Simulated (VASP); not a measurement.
# SiNi (Pnma) in VASP: density of states with LDA

Aim: the density of states of SiNi with LDA.

All numbers are computed with VASP 6.6.1; they aren't measurements. Logs are shortened: lines on timing, memory, paths and dates and some standing lists are left out, and cuts for length are marked.

**1. The cell of the first run**

It takes space group Pnma (No. 62, orthorhombic). The conventional cell has a = 5.154 Å, b = 3.375 Å, c = 5.620 Å, α = 90.00°, β = 90.00°, γ = 90.00°. Within 3.0 Å of Si (site symmetry m) lie 6 Ni at 2.29 to 2.41 Å and 2 Si at 2.67 Å. Ni (site symmetry m) has 6 Si at 2.29 to 2.41 Å and 4 Ni at 2.67 to 2.71 Å within 3.0 Å.

**2. Density of states, LDA**

Contents of POSCAR:

```
SiNi
1.0
    5.1540864214      0.0000000000      0.0000000000
    0.0000000000      3.3754899881      0.0000000000
    0.0000000000      0.0000000000      5.6197139615
Si Ni
4 4
Direct
    0.3212470393      0.7500000000      0.0840781272
    0.1787529607      0.2500000000      0.5840781272
    0.8212470393      0.7500000000      0.4159218728
    0.6787529607      0.2500000000      0.9159218728
    0.0082175891      0.2500000000      0.1884869317
    0.4917824109      0.7500000000      0.6884869317
    0.5082175891      0.2500000000      0.3115130683
    0.9917824109      0.7500000000      0.8115130683
```

Contents of INCAR.step1:

```
SYSTEM = SiNi
PREC = Accurate
ENCUT = 520
EDIFF = 1E-6
ISMEAR = 0
SIGMA = 0.1
LREAL = .FALSE.
LASPH = .TRUE.
NELM = 80
ALGO = Normal
ISIF = 2
LWAVE = .FALSE.
LCHARG = .TRUE.
LMAXMIX = 4
NBANDS = 38
```

Contents of KPOINTS.step1:

```
regular mesh
0
G
  8 10 6
  0 0 0
```

Contents of INCAR.step2:

```
SYSTEM = SiNi
PREC = Accurate
ENCUT = 520
EDIFF = 1E-6
ISMEAR = -5
SIGMA = 0.1
LREAL = .FALSE.
LASPH = .TRUE.
NELM = 80
ALGO = Normal
ISIF = 2
LWAVE = .FALSE.
LCHARG = .FALSE.
LMAXMIX = 4
LORBIT = 11
NEDOS = 1001
ICHARG = 11
```

Contents of KPOINTS.step2:

```
regular mesh
0
G
  12 15 9
  0 0 0
```

Potentials or basis: VASP PAW LDA potentials, release 64 (Si, Ni).

The run is started by

```
$ cat potpaw_LDA.64/Si/POTCAR potpaw_LDA.64/Ni/POTCAR > POTCAR
$ cp INCAR.step1 INCAR
$ cp KPOINTS.step1 KPOINTS
$ mpirun -np 1 vasp_std > vasp.out
$ cp INCAR.step2 INCAR
$ cp KPOINTS.step2 KPOINTS
$ mpirun -np 1 vasp_std > vasp.out
```

OUTCAR:

```text
SYSTEM = SiNi
   PREC = Accurate
   ENCUT = 520
   EDIFF = 1E-6
   ISMEAR = -5
   LREAL = .FALSE.
   LASPH = .TRUE.
   NELM = 80
   ISIF = 2
   LORBIT = 11
   ICHARG = 11

 ion  position               nearest neighbor table
   1  0.321  0.750  0.084-   8 2.29   7 2.33   7 2.33   6 2.39   5 2.41   5 2.41   4 2.67   4 2.67

   2  0.179  0.250  0.584-   7 2.29   8 2.33   8 2.33   5 2.39   6 2.41   6 2.41   3 2.67   3 2.67

   3  0.821  0.750  0.416-   6 2.29   5 2.33   5 2.33   8 2.39   7 2.41   7 2.41   2 2.67   2 2.67

   4  0.679  0.250  0.916-   5 2.29   6 2.33   6 2.33   7 2.39   8 2.41   8 2.41   1 2.67   1 2.67

   5  0.008  0.250  0.188-   4 2.29   3 2.33   3 2.33   2 2.39   1 2.41   1 2.41   7 2.67   7 2.67
                             8 2.71   8 2.71
   6  0.492  0.750  0.688-   3 2.29   4 2.33   4 2.33   1 2.39   2 2.41   2 2.41   8 2.67   8 2.67
                             7 2.71   7 2.71
   7  0.508  0.250  0.312-   2 2.29   1 2.33   1 2.33   4 2.39   3 2.41   3 2.41   5 2.67   5 2.67
                             6 2.71   6 2.71
   8  0.992  0.750  0.812-   1 2.29   2 2.33   2 2.33   3 2.39   4 2.41   4 2.41   6 2.67   6 2.67
                             5 2.71   5 2.71

  LATTYP: Found a simple orthorhombic cell.
 ALAT       =     3.3754899881
 B/A-ratio  =     1.5269150374
 C/A-ratio  =     1.6648587261

  Lattice vectors:

 A1 = (   0.0000000000,  -3.3754899881,   0.0000000000)
 A2 = (   5.1540864214,   0.0000000000,   0.0000000000)
 A3 = (   0.0000000000,   0.0000000000,   5.6197139615)

Analysis of symmetry for initial positions (statically):
=====================================================================
 Subroutine PRICEL returns:
 Original cell was already a primitive cell.

 Routine SETGRP: Setting up the symmetry group for a
 simple orthorhombic supercell.

 Subroutine GETGRP returns: Found  8 space group operations
 (whereof  2 operations were pure point group operations)
 out of a pool of  8 trial point group operations.

The static configuration has the point symmetry S_2 .
 The point group associated with its full space group is D_2h.

Analysis of symmetry for dynamics (positions and initial velocities):
=====================================================================
 Subroutine PRICEL returns:
 Original cell was already a primitive cell.

 Routine SETGRP: Setting up the symmetry group for a
 simple orthorhombic supercell.

 Subroutine GETGRP returns: Found  8 space group operations
 (whereof  2 operations were pure point group operations)
 out of a pool of  8 trial point group operations.

The dynamic configuration has the point symmetry S_2 .
 The point group associated with its full space group is D_2h.

 Subroutine INISYM returns: Found  8 space group operations
 (whereof  2 operations are pure point group operations),
 and found     1 'primitive' translations

----------------------------------------------------------------------------------------

                                     Primitive cell

  volume of cell :      97.7694

  direct lattice vectors                    reciprocal lattice vectors
     5.154086421  0.000000000  0.000000000     0.194020806  0.000000000  0.000000000
     0.000000000  3.375489988  0.000000000     0.000000000  0.296253286  0.000000000
     0.000000000  0.000000000  5.619713961     0.000000000  0.000000000  0.177945000

  length of vectors
     5.154086421  3.375489988  5.619713961     0.194020806  0.296253286  0.177945000

  position of ions in fractional coordinates (direct lattice)
     0.321247039  0.750000000  0.084078127
     0.178752961  0.250000000  0.584078127
     0.821247039  0.750000000  0.415921873
     0.678752961  0.250000000  0.915921873
     0.008217589  0.250000000  0.188486932
     0.491782411  0.750000000  0.688486932
     0.508217589  0.250000000  0.311513068
     0.991782411  0.750000000  0.811513068

  ion indices of the primitive-cell ions
   primitive index   ion index
                 1           1
                 2           2
                 3           3
                 4           4
                 5           5
                 6           6
                 7           7
                 8           8

----------------------------------------------------------------------------------------

 KPOINTS: regular mesh

Automatic generation of k-mesh.
 Grid dimensions read from file:
 generate k-points for:   12   15    9

 Generating k-lattice:

  Cartesian coordinates                     Fractional coordinates (reciprocal lattice)
     0.016168400  0.000000000  0.000000000     0.083333333  0.000000000  0.000000000
     0.000000000  0.019750219  0.000000000     0.000000000  0.066666667  0.000000000
     0.000000000  0.000000000  0.019771667     0.000000000  0.000000000  0.111111111

  Length of vectors
     0.016168400  0.019750219  0.019771667

  Shift w.r.t. Gamma in fractional coordinates (k-lattice)
     0.000000000  0.000000000  0.000000000

 TETIRR: Found   4842 inequivalent tetrahedra from     9720

 Subroutine IBZKPT returns following result:
 ===========================================

 Found    280 irreducible k-points:

 Following reciprocal coordinates:
            Coordinates               Weight
  0.000000  0.000000  0.000000      1.000000
  0.083333  0.000000  0.000000      2.000000
  0.166667  0.000000  0.000000      2.000000
  0.250000  0.000000  0.000000      2.000000
  0.333333  0.000000  0.000000      2.000000
  0.416667  0.000000  0.000000      2.000000
[... 16 lines left out ...]
  0.083333  0.200000  0.000000      4.000000
  0.166667  0.200000  0.000000      4.000000
 [... further k-points ...]
   k-points           NKPTS =    280   k-points in BZ     NKDIM =    280   number of bands    NBANDS=     33
   number of dos      NEDOS =   1001   number of ions     NIONS =      8
   total plane-waves  NPLWV =  47040
   dimension x,y,z NGX =    40 NGY =   28 NGZ =   42
   dimension x,y,z NGXF=    80 NGYF=   56 NGZF=   84
   ions per type =               4   4
   NGX,Y,Z   is equivalent  to a cutoff of  12.90, 13.79, 12.42 a.u.
   NGXF,Y,Z  is equivalent  to a cutoff of  25.80, 27.58, 24.85 a.u.
 SYSTEM =  SiNi
   PREC   = accura    normal or accurate (medium, high low for compatibility)
   ISTART =      0    job   : 0-new  1-cont  2-samecut
   ICHARG =     11    charge: 1-file 2-atom 10-const
   ISPIN  =      1    spin polarized calculation?
   LNONCOLLINEAR =      F non collinear calculations
   LSORBIT =      F    spin-orbit coupling
   LASPH  =      T    aspherical Exc in radial PAW
   ENCUT  =  520.0 eV  38.22 Ry    6.18 a.u.   9.58  6.28 10.45*2*pi/ulx,y,z
   NELM   =     80;   NELMIN=  2; NELMDL=  0     # of ELM steps
   EDIFF  = 0.1E-05   stopping-criterion for ELM
   LREAL  =      F    real-space projection
   EDIFFG = 0.1E-04   stopping-criterion for IOM
   NSW    =      0    number of steps for IOM
   IBRION =     -1    ionic relax: 0-MD 1-quasi-New 2-CG
   NFREE  =      0    steps in history (QN), initial steepest desc. (CG)
   ISIF   =      2    stress and relaxation
   ISYM   =      2    0-nonsym 1-usesym 2-fastsym
   POTIM  = 0.5000    time-step for ionic-motion
   TEBEG  =    0.0;   TEEND  =   0.0 temperature during run
   PSTRESS=    0.0 pullay stress
   NELECT =      56.0000    total number of electrons
   NUPDOWN=      -1.0000    fix difference up-down
   EMIN   =  10.00;   EMAX   =-10.00  energy-range for DOS
   EFERMI =   0.00;   METHOD = LEGACY
   ISMEAR =    -5;   SIGMA  =   0.10  broadening in eV -4-tet -1-fermi 0-gaus
   EFERMI_NEDOS =   21; number of points for ismear=-14 and -15
   IALGO  =     38    algorithm
   IMIX   =      4    mixing-type and parameters
     AMIX     =   0.40;   BMIX     =  1.00
     AMIX_MAG =   1.60;   BMIX_MAG =  1.00
  volume/ion in A,a.u.               =      12.22        82.47
  Fermi-wavevector in a.u.,A,eV,Ry     =   1.359575  2.569225 25.149621  1.848445
  Thomas-Fermi vector in A             =   2.486311
   LORBIT       =     11    0 simple, 1 ext, 2 COOP (PROOUT), +10 PAW based schemes
   GGA     = CA    functional components
   LHFCALC =     F    Hartree Fock is set to
   AEXX    =    0.0000 exact exchange contribution
   IVDW    =     0    specifies the selected vdW correction
   LEPSILON=     F    determine dielectric tensor
   LRPA    =     F    only Hartree local field effects (RPA)
 non-spin polarized calculation
 Fermi weights with tetrahedron method with Bloechl corrections
  energy-cutoff  :      520.00
  volume of cell :       97.77
 maximum number of plane-waves:      2664
 NGX is ok and might be reduce to    40

 number of electron      55.9999990 magnetization

 Free energy of the ion-electron system (eV)
  ---------------------------------------------------
  ext. energy  EPLUGINS =         0.00000000
  ---------------------------------------------------
  free energy    TOTEN  =       -54.87516279 eV

  energy without entropy =      -54.87516279  energy(sigma->0) =      -54.87516279

 E-fermi :  10.1612     XC(G=0): -12.3636

 val. band max:       10.1974861102   @ k =   0.1667   0.2667   0.1111
 cond. band min:      10.1171965927   @ k =   0.5000   0.1333   0.0000
 fundamental gap:     -0.0802895175
 Fermi energy:        10.1612346326

 k-point     1 :       0.0000    0.0000    0.0000
  band No.  band energies     occupation
      1      -2.7102      2.00000
      2       0.6114      2.00000
      3       1.8648      2.00000
      4       2.4691      2.00000
      5       3.7336      2.00000
      6       4.1890      2.00000
[... 25 lines left out ...]
     32      13.9757      0.00000
     33      14.1996      0.00000
[... 797 lines left out ...]
      3       2.3155      2.00000
      4       2.3460      2.00000
      5       4.1361      2.00000
      6       4.7833      2.00000
[... 25 lines left out ...]
     32      12.2176      0.00000
     33      12.7595      0.00000

 [... further k-points ...]
[... 5 lines left out ...]
  --------------------------------------------------------------------------------------
  -------------------------------------------------------------------------------------
  Total       -6.5583565     -6.4525514     -6.8762857     -0.0000000      0.0000000      0.0000000
  in kB     -107.4738652   -105.7400037   -112.6838718     -0.0000000      0.0000000      0.0000000
  external PRESSURE =    -108.6325802 kB  Pullay stress =       0.0000000 kB

 VOLUME and BASIS-vectors are now :
 -----------------------------------------------------------------------------
  energy-cutoff  :      520.00
  volume of cell :       97.77
      direct lattice vectors                 reciprocal lattice vectors
     5.154086421  0.000000000  0.000000000     0.194020806  0.000000000  0.000000000
     0.000000000  3.375489988  0.000000000     0.000000000  0.296253286  0.000000000
     0.000000000  0.000000000  5.619713961     0.000000000  0.000000000  0.177945000

 POSITION                                       TOTAL-FORCE (eV/Angst)
 -----------------------------------------------------------------------------------
      1.65574      2.53162      0.47250        -0.184365     -0.000000      0.009403
      0.92131      0.84387      3.28235         0.184365     -0.000000      0.009403
      4.23278      2.53162      2.33736        -0.184365     -0.000000     -0.009403
      3.49835      0.84387      5.14722         0.184365     -0.000000     -0.009403
      0.04235      0.84387      1.05924        -0.043788     -0.000000      0.061033
      2.53469      2.53162      3.86910         0.043788     -0.000000      0.061033
      2.61940      0.84387      1.75061        -0.043788      0.000000     -0.061033
      5.11173      2.53162      4.56047         0.043788      0.000000     -0.061033
 -----------------------------------------------------------------------------------
    total drift:                                0.000000     -0.000000     -0.000000

  FREE ENERGIE OF THE ION-ELECTRON SYSTEM (eV)
  ---------------------------------------------------
  free  energy   TOTEN  =       -54.8751627886 eV

  energy  without entropy=      -54.8751627886  energy(sigma->0) =      -54.87516279

 total charge

# of ion       s       p       d       tot
------------------------------------------
    1        0.767   0.850   0.000   1.617
    2        0.767   0.850   0.000   1.617
    3        0.767   0.850   0.000   1.617
    4        0.767   0.850   0.000   1.617
    5        0.500   0.631   8.460   9.591
    6        0.500   0.631   8.460   9.591
    7        0.500   0.631   8.460   9.591
    8        0.500   0.631   8.460   9.591
--------------------------------------------------
tot          5.067   5.922  33.841  44.830
```

Wall time 5.9 min (1 thread of Intel Xeon 6975P-C (Granite Rapids), shared host); peak memory 0.71 GiB.

Results:

```yaml
Valence_electrons_inside_the_program's_atomic_spheres: Si 1.62; Ni 9.59
```

Levels at points of the mesh, in eV from the Fermi level:
| k point | band 25 | band 26 | band 27 | band 28 | band 29 | band 30 | band 31 | band 32 |
| --- | --- | --- | --- | --- | --- | --- | --- | --- |
| (0.00, 0.00, 0.00) | -1.82 | -1.16 | -1.11 | -0.95 | 0.60 | 1.21 | 3.29 | 3.81 |
| (0.50, 0.00, 0.00) | -1.86 | -1.86 | 1.01 | 1.01 | 1.08 | 1.08 | 3.59 | 3.59 |

Caveat: tetrahedron occupations give inexact forces and stress in metals. Spin polarisation is off, so any magnetic state and its effect on volume and gap are missing.
